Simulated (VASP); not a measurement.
# Sr2SnN2 (I4/mmm) in VASP: a series of runs

The runs below take Sr2SnN2 through single point, with PBE.

Program: VASP 6.6.1. These are calculated values, not measurements. Logs are shortened: lines on timing, memory, paths and dates and some standing lists are left out, and cuts for length are marked.

**1. The cell of the first run**

The structure is tetragonal, space group I4/mmm (No. 139). The conventional cell has a = 3.776 Å, b = 3.776 Å, c = 13.507 Å, α = 90.00°, β = 90.00°, γ = 90.00°. Within 2.7 Å of Sn (site symmetry 4/mmm) lie 2 N at 2.06 Å. Sr (site symmetry 4mm) has 5 N at 2.53 to 2.67 Å within 3.3 Å. Within 2.7 Å of N (site symmetry 4mm) lie 1 Sn at 2.06 Å and 5 Sr at 2.53 to 2.67 Å.

**2. Single point, PBE**

Contents of INCAR:

```
PREC = Accurate
ENCUT = 520
EDIFF = 1E-6
ISMEAR = -1
SIGMA = 0.05
LREAL = F
LASPH = T
NELM = 80
ALGO = Normal
ISIF = 2
LWAVE = F
LCHARG = T
GGA = PE
LELF = T
LVHAR = T
NBANDS = 30
```

Contents of KPOINTS:

```
Automatic mesh
0
Gamma
  10 10 10
```

Contents of POSCAR:

```
Sr2SnN2
1.0
   -1.8879869194      1.8879869194      6.7534507957
    1.8879869194     -1.8879869194      6.7534507957
    1.8879869194      1.8879869194     -6.7534507957
Sn Sr N
1 2 2
Direct
    0.5000000000      0.5000000000      0.0000000000
    0.8398615000      0.8398615000      0.0000000000
    0.1601385000      0.1601385000      0.0000000000
    0.3475330000      0.3475330000      0.0000000000
    0.6524670000      0.6524670000      0.0000000000
```

Potentials or basis: VASP PAW PBE potentials, release 64 (Sn_d, Sr_sv, N).

Started as:

```
$ cat potpaw_PBE.64/Sn_d/POTCAR potpaw_PBE.64/Sr_sv/POTCAR potpaw_PBE.64/N/POTCAR > POTCAR
$ mpirun -np 1 vasp_std > vasp.out
```

OUTCAR:

```text
PREC = Accurate
   ENCUT = 520
   EDIFF = 1E-6
   ISMEAR = -1
   LREAL = F
   LASPH = T
   NELM = 80
   ISIF = 2
   GGA = PE

 ion  position               nearest neighbor table
   1  0.500  0.500  0.000-   4 2.06   5 2.06   3 3.44   2 3.44   3 3.44   3 3.44   3 3.44   2 3.44
                             2 3.44   2 3.44
   2  0.840  0.840  0.000-   5 2.53   4 2.67   4 2.67   4 2.67   4 2.67   1 3.44   1 3.44   1 3.44
                             1 3.44   3 3.61   3 3.61   3 3.61   3 3.61   3 4.33
   3  0.160  0.160  0.000-   4 2.53   5 2.67   5 2.67   5 2.67   5 2.67   1 3.44   1 3.44   1 3.44
                             1 3.44   2 3.61   2 3.61   2 3.61   2 3.61   2 4.33
   4  0.348  0.348  0.000-   1 2.06   3 2.53   2 2.67   2 2.67   2 2.67   2 2.67
   5  0.652  0.652  0.000-   1 2.06   2 2.53   3 2.67   3 2.67   3 2.67   3 2.67

  LATTYP: Found a body centered tetragonal cell.
 ALAT       =     3.7759738388
 C/A-ratio  =     3.5770643993

  Lattice vectors:

 A1 = (  -1.8879869194,   1.8879869194,   6.7534507957)
 A2 = (   1.8879869194,  -1.8879869194,   6.7534507957)
 A3 = (   1.8879869194,   1.8879869194,  -6.7534507957)

Analysis of symmetry for initial positions (statically):
=====================================================================
 Subroutine PRICEL returns:
 Original cell was already a primitive cell.

 Routine SETGRP: Setting up the symmetry group for a
 body centered tetragonal supercell.

 Subroutine GETGRP returns: Found 16 space group operations
 (whereof 16 operations were pure point group operations)
 out of a pool of 16 trial point group operations.

The static configuration has the point symmetry D_4h.

Analysis of symmetry for dynamics (positions and initial velocities):
=====================================================================
 Subroutine PRICEL returns:
 Original cell was already a primitive cell.

 Routine SETGRP: Setting up the symmetry group for a
 body centered tetragonal supercell.

 Subroutine GETGRP returns: Found 16 space group operations
 (whereof 16 operations were pure point group operations)
 out of a pool of 16 trial point group operations.

The dynamic configuration has the point symmetry D_4h.

 Subroutine INISYM returns: Found 16 space group operations
 (whereof 16 operations are pure point group operations),
 and found     1 'primitive' translations

----------------------------------------------------------------------------------------

                                     Primitive cell

  volume of cell :      96.2906

  direct lattice vectors                    reciprocal lattice vectors
    -1.887986919  1.887986919  6.753450796     0.000000000  0.264832343  0.074036225
     1.887986919 -1.887986919  6.753450796     0.264832343  0.000000000  0.074036225
     1.887986919  1.887986919 -6.753450796     0.264832343  0.264832343  0.000000000

  length of vectors
     7.262099343  7.262099343  7.262099343     0.274986423  0.274986423  0.374529492

  position of ions in fractional coordinates (direct lattice)
     0.500000000  0.500000000  0.000000000
     0.839861500  0.839861500  0.000000000
     0.160138500  0.160138500  0.000000000
     0.347533000  0.347533000  0.000000000
     0.652467000  0.652467000  0.000000000

  ion indices of the primitive-cell ions
   primitive index   ion index
                 1           1
                 2           2
                 3           3
                 4           4
                 5           5

----------------------------------------------------------------------------------------

 KPOINTS: Automatic mesh

Automatic generation of k-mesh.
 Grid dimensions read from file:
 generate k-points for:   10   10   10

 Generating k-lattice:

  Cartesian coordinates                     Fractional coordinates (reciprocal lattice)
     0.000000000  0.026483234  0.007403622     0.100000000  0.000000000 -0.000000000
     0.026483234  0.000000000  0.007403622     0.000000000  0.100000000 -0.000000000
     0.026483234  0.026483234  0.000000000     0.000000000  0.000000000  0.100000000

  Length of vectors
     0.027498642  0.027498642  0.037452949

  Shift w.r.t. Gamma in fractional coordinates (k-lattice)
     0.000000000  0.000000000  0.000000000

 Subroutine IBZKPT returns following result:
 ===========================================

 Found    102 irreducible k-points:

 Following reciprocal coordinates:
            Coordinates               Weight
  0.000000  0.000000  0.000000      1.000000
  0.100000 -0.000000  0.000000      8.000000
  0.200000 -0.000000  0.000000      8.000000
  0.300000  0.000000  0.000000      8.000000
  0.400000 -0.000000  0.000000      8.000000
  0.500000  0.000000  0.000000      4.000000
[... 16 lines left out ...]
  0.300000  0.300000  0.000000      8.000000
  0.400000  0.300000  0.000000     16.000000
 [... further k-points ...]
   k-points           NKPTS =    102   k-points in BZ     NKDIM =    102   number of bands    NBANDS=     30
   number of dos      NEDOS =    301   number of ions     NIONS =      5
   total plane-waves  NPLWV = 157464
   dimension x,y,z NGX =    54 NGY =   54 NGZ =   54
   dimension x,y,z NGXF=   108 NGYF=  108 NGZF=  108
   ions per type =               1   2   2
   NGX,Y,Z   is equivalent  to a cutoff of  12.36, 12.36, 12.36 a.u.
   NGXF,Y,Z  is equivalent  to a cutoff of  24.72, 24.72, 24.72 a.u.
 SYSTEM =  unknown system
   PREC   = accura    normal or accurate (medium, high low for compatibility)
   ISTART =      0    job   : 0-new  1-cont  2-samecut
   ICHARG =      2    charge: 1-file 2-atom 10-const
   ISPIN  =      1    spin polarized calculation?
   LNONCOLLINEAR =      F non collinear calculations
   LSORBIT =      F    spin-orbit coupling
   LASPH  =      T    aspherical Exc in radial PAW
   ENCUT  =  520.0 eV  38.22 Ry    6.18 a.u.  13.50 13.50 13.50*2*pi/ulx,y,z
   NELM   =     80;   NELMIN=  2; NELMDL= -5     # of ELM steps
   EDIFF  = 0.1E-05   stopping-criterion for ELM
   LREAL  =      F    real-space projection
   EDIFFG = 0.1E-04   stopping-criterion for IOM
   NSW    =      0    number of steps for IOM
   IBRION =     -1    ionic relax: 0-MD 1-quasi-New 2-CG
   NFREE  =      0    steps in history (QN), initial steepest desc. (CG)
   ISIF   =      2    stress and relaxation
   ISYM   =      2    0-nonsym 1-usesym 2-fastsym
   POTIM  = 0.5000    time-step for ionic-motion
   TEBEG  =    0.0;   TEEND  =   0.0 temperature during run
   PSTRESS=    0.0 pullay stress
   NELECT =      44.0000    total number of electrons
   NUPDOWN=      -1.0000    fix difference up-down
   EMIN   =  10.00;   EMAX   =-10.00  energy-range for DOS
   EFERMI =   0.00;   METHOD = LEGACY
   ISMEAR =    -1;   SIGMA  =   0.05  broadening in eV -4-tet -1-fermi 0-gaus
   EFERMI_NEDOS =   21; number of points for ismear=-14 and -15
   IALGO  =     38    algorithm
   IMIX   =      4    mixing-type and parameters
     AMIX     =   0.40;   BMIX     =  1.00
     AMIX_MAG =   1.60;   BMIX_MAG =  1.00
  volume/ion in A,a.u.               =      19.26       129.96
  Fermi-wavevector in a.u.,A,eV,Ry     =   1.260950  2.382850 21.633190  1.589995
  Thomas-Fermi vector in A             =   2.394434
   LORBIT       =      0    0 simple, 1 ext, 2 COOP (PROOUT), +10 PAW based schemes
   GGA     = PE    functional components
   LHFCALC =     F    Hartree Fock is set to
   AEXX    =    0.0000 exact exchange contribution
   IVDW    =     0    specifies the selected vdW correction
   LEPSILON=     F    determine dielectric tensor
   LRPA    =     F    only Hartree local field effects (RPA)
 non-spin polarized calculation
  energy-cutoff  :      520.00
  volume of cell :       96.29
 maximum number of plane-waves:      2612
 NGX is ok and might be reduce to    54
   NGX = 27   NGY = 27   NGZ = 27

 number of electron      44.0000003 magnetization

 Free energy of the ion-electron system (eV)
  ---------------------------------------------------
  ext. energy  EPLUGINS =         0.00000000
  ---------------------------------------------------
  free energy    TOTEN  =       -25.79650330 eV

  energy without entropy =      -25.78771276  energy(sigma->0) =      -25.79210803

 E-fermi :   4.9413     XC(G=0): -10.1617

 val. band max:        4.9400976274   @ k =  -0.4000   0.5000   0.3000
 cond. band min:       4.9418320241   @ k =  -0.4000   0.4000   0.4000
 fundamental gap:      0.0017343967
 Fermi energy:         4.9412592080

 k-point     1 :       0.0000    0.0000    0.0000
  band No.  band energies     occupation
      1     -29.3041      2.00000
      2     -29.2071      2.00000
      3     -16.7517      2.00000
      4     -16.7050      2.00000
      5     -16.6674      2.00000
      6     -16.5115      2.00000
[... 22 lines left out ...]
     29       9.7369      0.00000
     30       9.7369      0.00000

 k-point     2 :       0.1000   -0.0000    0.0000
  band No.  band energies     occupation
      1     -29.2989      2.00000
      2     -29.2067      2.00000
      3     -16.7512      2.00000
      4     -16.7015      2.00000
      5     -16.6689      2.00000
      6     -16.5130      2.00000
[... 22 lines left out ...]
     29       9.8529      0.00000
     30       9.9114      0.00000

 k-point     3 :       0.2000   -0.0000    0.0000
  band No.  band energies     occupation
      1     -29.2847      2.00000
      2     -29.2062      2.00000
      3     -16.7501      2.00000
      4     -16.6919      2.00000
      5     -16.6727      2.00000
      6     -16.5169      2.00000
[... 22 lines left out ...]
     29      10.1772      0.00000
     30      10.4699      0.00000

 k-point     4 :       0.3000    0.0000    0.0000
  band No.  band energies     occupation
      1     -29.2648      2.00000
      2     -29.2077      2.00000
      3     -16.7493      2.00000
      4     -16.6796      2.00000
      5     -16.6775      2.00000
      6     -16.5217      2.00000
[... 22 lines left out ...]
     29      10.6290      0.00000
     30      10.7667      0.00000

 k-point     5 :       0.4000   -0.0000    0.0000
  band No.  band energies     occupation
      1     -29.2439      2.00000
      2     -29.2138      2.00000
      3     -16.7490      2.00000
      4     -16.6814      2.00000
      5     -16.6694      2.00000
      6     -16.5257      2.00000
[... 22 lines left out ...]
     29      10.7501      0.00000
     30      11.0070      0.00000
[... 526 lines left out ...]
     29      10.7623      0.00000
     30      11.0286      0.00000

 k-point    22 :      -0.2000    0.2000    0.0000
  band No.  band energies     occupation
      1     -29.2678      2.00000
      2     -29.2032      2.00000
      3     -16.7464      2.00000
      4     -16.6796      2.00000
      5     -16.6784      2.00000
      6     -16.5175      2.00000
[... 22 lines left out ...]
     29      10.2210      0.00000
     30      10.6756      0.00000

 k-point    23 :       0.3000    0.3000    0.0000
  band No.  band energies     occupation
      1     -29.2339      2.00000
      2     -29.2019      2.00000
      3     -16.7401      2.00000
      4     -16.6888      2.00000
      5     -16.6564      2.00000
      6     -16.5228      2.00000
[... 22 lines left out ...]
     29      10.6299      0.00000
     30      11.6636      0.00000

 k-point    24 :       0.4000    0.3000    0.0000
  band No.  band energies     occupation
      1     -29.2188      2.00000
      2     -29.2029      2.00000
      3     -16.7374      2.00000
      4     -16.6932      2.00000
      5     -16.6467      2.00000
      6     -16.5265      2.00000
[... 22 lines left out ...]
     29      11.0849      0.00000
     30      12.2188      0.00000

 [... further k-points ...]

------------------------ aborting loop because EDIFF is reached ----------------------------------------

  FORCE on cell =-STRESS in cart. coord.  units (eV):
  Direction    XX          YY          ZZ          XY          YZ          ZX
  --------------------------------------------------------------------------------------
  -------------------------------------------------------------------------------------
  Total        2.3596010      2.3596010      3.5378684      0.0000000      0.0000000      0.0000000
  in kB       39.2613717     39.2613717     58.8665479      0.0000000      0.0000000      0.0000000
  external PRESSURE =      45.7964304 kB  Pullay stress =       0.0000000 kB

 VOLUME and BASIS-vectors are now :
 -----------------------------------------------------------------------------
  energy-cutoff  :      520.00
  volume of cell :       96.29
      direct lattice vectors                 reciprocal lattice vectors
    -1.887986919  1.887986919  6.753450796     0.000000000  0.264832343  0.074036225
     1.887986919 -1.887986919  6.753450796     0.264832343  0.000000000  0.074036225
     1.887986919  1.887986919 -6.753450796     0.264832343  0.264832343  0.000000000

 POSITION                                       TOTAL-FORCE (eV/Angst)
 -----------------------------------------------------------------------------------
      0.00000      0.00000      6.75345        -0.000000     -0.000000      0.000000
      0.00000      0.00000     11.34393        -0.000000     -0.000000      0.088001
      0.00000      0.00000      2.16297        -0.000000     -0.000000     -0.088001
      0.00000      0.00000      4.69409         0.000000      0.000000     -0.251790
      0.00000      0.00000      8.81281         0.000000      0.000000      0.251790
 -----------------------------------------------------------------------------------
    total drift:                                0.000000     -0.000000      0.000000

  FREE ENERGIE OF THE ION-ELECTRON SYSTEM (eV)
  ---------------------------------------------------
  free  energy   TOTEN  =       -25.7965033039 eV

  energy  without entropy=      -25.7877127646  energy(sigma->0) =      -25.79210803
```

It took 25 min on 1 thread of Intel Xeon 8259CL, shared host; peak memory 0.58 GiB.

Results:

* Free energy: -25.7965 eV
* Pressure: 4.6 GPa
* Largest force: 0.252 eV/Å
* Band gap on the k mesh: zero (bands 22 and 23 overlap by 0.35 eV)

Forces in eV/Å, atoms in the order of the input:
```
Sn   0.000  0.000  0.000
Sr   0.000  0.000  0.088
Sr   0.000  0.000 -0.088
N    0.000  0.000 -0.252
N    0.000  0.000  0.252
```

Stress tensor (GPa, compression positive):
```
3.93 0.00 0.00
0.00 3.93 0.00
0.00 0.00 5.89
```

Levels at points of the mesh, in eV from the Fermi level:
| k point | band 20 | band 21 | band 22 | band 23 | band 24 | band 25 |
| --- | --- | --- | --- | --- | --- | --- |
| (0.00, 0.00, 0.00) | -1.30 | -1.01 | -1.01 | 1.66 | 2.67 | 3.07 |
| (0.50, 0.00, 0.00) | -2.47 | -2.06 | -1.06 | 0.49 | 4.29 | 4.53 |
| (0.50, 0.50, 0.00) | -1.58 | -1.47 | -0.65 | 0.44 | 1.16 | 2.27 |
| (0.50, 0.50, 0.50) | -1.02 | -1.02 | 0.19 | 1.41 | 2.14 | 2.14 |

Caveat: the cell stands under pressure; spin-orbit coupling is left out, which moves the levels of the heavy elements.

**3. Single point, PBE**

This run uses another cell than the first one, of 19.67 Å³/atom.

Contents of INCAR:

```
PREC = Accurate
ENCUT = 520
EDIFF = 1E-6
ISMEAR = -1
SIGMA = 0.05
LREAL = False
LASPH = True
NELM = 60
ALGO = Normal
ISIF = 2
LWAVE = False
LCHARG = True
GGA = PE
LELF = True
LVHAR = True
NBANDS = 30
```

Contents of KPOINTS:

```
regular mesh
0
Gamma
  10 10 10
```

POSCAR, as its differences from that of step 2:

```diff
@@ -2,5 +2,5 @@
 1.0
-   -1.8879869194      1.8879869194      6.7534507957
-    1.8879869194     -1.8879869194      6.7534507957
-    1.8879869194      1.8879869194     -6.7534507957
+   -1.9012830400      1.9012830400      6.8010118753
+    1.9012830400     -1.9012830400      6.8010118753
+    1.9012830400      1.9012830400     -6.8010118753
 Sn Sr N
```

Potentials or basis: VASP PAW PBE potentials, release 64 (Sn_d, Sr_sv, N).

Started as:

```
$ cat potpaw_PBE.64/Sn_d/POTCAR potpaw_PBE.64/Sr_sv/POTCAR potpaw_PBE.64/N/POTCAR > POTCAR
$ mpirun -np 1 vasp_std > vasp.out
```

Wall time 23 min (1 thread of Intel Xeon 8259CL, shared host); peak memory 0.57 GiB.

Results (log left out):

```
Free energy            : -25.8438 eV
Pressure               : 2.7 GPa
Largest force          : 0.149 eV/Å
Band gap on the k mesh : zero (bands 22 and 23 overlap by 0.31 eV)
```

Forces on the atoms (eV/Å):
```
Sn   0.000  0.000  0.000
Sr   0.000  0.000  0.064
Sr   0.000  0.000 -0.064
N    0.000  0.000 -0.149
N    0.000  0.000  0.149
```

Stress tensor (GPa, compression positive):
```
2.35 0.00 0.00
0.00 2.35 0.00
0.00 0.00 3.43
```

Levels at points of the mesh, in eV from the Fermi level:
```
           k point  band 20  band 21  band 22  band 23  band 24  band 25
(0.00, 0.00, 0.00)    -1.30    -1.01    -1.01     1.70     2.69     3.02
(0.50, 0.00, 0.00)    -2.40    -2.00    -1.02     0.45     4.20     4.47
(0.50, 0.50, 0.00)    -1.59    -1.46    -0.63     0.45     1.09     2.28
(0.50, 0.50, 0.50)    -1.00    -1.00     0.16     1.45     2.12     2.12
```

Caveat: spin-orbit coupling is left out, which moves the levels of the heavy elements.

**4. Single point, PBE**

This run uses another cell than the first one, of 20.08 Å³/atom.

Contents of INCAR:

```
ALGO     = Normal         # electronic algorithm
EDIFF    = 1E-6           # SCF threshold, eV
ENCUT    = 520            # plane-wave cutoff, eV
GGA      = PE             # functional
ISIF     = 2              # what is computed and relaxed
ISMEAR   = -1             # smearing method
LASPH    = True           # aspherical terms in the spheres
LCHARG   = False          # write CHGCAR
LREAL    = False          # projectors in reciprocal space
LWAVE    = False          # write WAVECAR
NBANDS   = 30             # bands
NELM     = 80             # most SCF steps
PREC     = Accurate       # precision mode
SIGMA    = 0.05           # smearing width, eV
```

Contents of KPOINTS:

```
k-points
0
Gamma
  10 10 10
```

POSCAR, as its differences from that of step 3:

```diff
@@ -2,5 +2,5 @@
 1.0
-   -1.9012830400      1.9012830400      6.8010118753
-    1.9012830400     -1.9012830400      6.8010118753
-    1.9012830400      1.9012830400     -6.8010118753
+   -1.9143957512      1.9143957512      6.8479168877
+    1.9143957512     -1.9143957512      6.8479168877
+    1.9143957512      1.9143957512     -6.8479168877
 Sn Sr N
```

Started as:

```
$ cat potpaw_PBE.64/Sn_d/POTCAR potpaw_PBE.64/Sr_sv/POTCAR potpaw_PBE.64/N/POTCAR > POTCAR
$ mpirun -np 1 vasp_std > vasp.out
```

Run time: 21 min. Hardware: 1 thread of Intel Xeon 8259CL, shared host; peak memory 0.62 GiB.

Results (log left out):

- Free energy: -25.8683 eV
- Pressure: 1.0 GPa
- Largest force: 0.055 eV/Å
- Band gap on the k mesh: zero (bands 22 and 23 overlap by 0.27 eV)

Forces on the atoms (eV/Å):
```
Sn   0.000  0.000  0.000
Sr   0.000  0.000  0.042
Sr   0.000  0.000 -0.042
N    0.000  0.000 -0.055
N    0.000  0.000  0.055
```

Stress tensor (GPa, compression positive):
```
0.94 0.00 0.00
0.00 0.94 0.00
0.00 0.00 1.23
```

Levels at points of the mesh, in eV from the Fermi level:
```
           k point  band 18  band 19  band 20  band 21  band 22  band 23  band 24  band 25  band 26  band 27
(0.00, 0.00, 0.00)    -1.55    -1.55    -1.31    -1.00    -1.00     1.73     2.71     2.98     2.98     4.05
(0.50, 0.00, 0.00)    -3.23    -2.87    -2.34    -1.94    -0.99     0.40     4.12     4.41     4.54     5.26
(0.50, 0.50, 0.00)    -2.99    -2.86    -1.59    -1.45    -0.61     0.45     1.02     2.30     2.54     4.49
(0.50, 0.50, 0.50)    -1.46    -1.46    -0.98    -0.98     0.14     1.48     2.11     2.11     2.65     3.31
```

Caveat: spin-orbit coupling is left out, which moves the levels of the heavy elements.

**5. Summary**

```tsv
cell	gap on the mesh (eV)	pressure (GPa)	largest force (eV/Å)
a = 7.262 Å, angles 149.9, 149.9, 43.1°, 5 atoms	none	4.6	0.25
a = 7.313 Å, angles 149.9, 149.9, 43.1°, 5 atoms	none	2.7	0.15
a = 7.364 Å, angles 149.9, 149.9, 43.1°, 5 atoms	none	1.0	0.05
```

Alike in all rows: task single point; level PBE; potentials or basis VASP PAW PBE potentials, release 64 (Sn_d, Sr_sv, N); no spin polarisation; k mesh 10 × 10 × 10; cutoff (eV) 520; smearing fermi-dirac 0.05 eV.

Caveats: spin-orbit coupling is left out, which moves the levels of the heavy elements; the cell stands under pressure (at least some runs).

Total energies depend on the potentials used, so only differences within one code and one set of settings carry meaning.
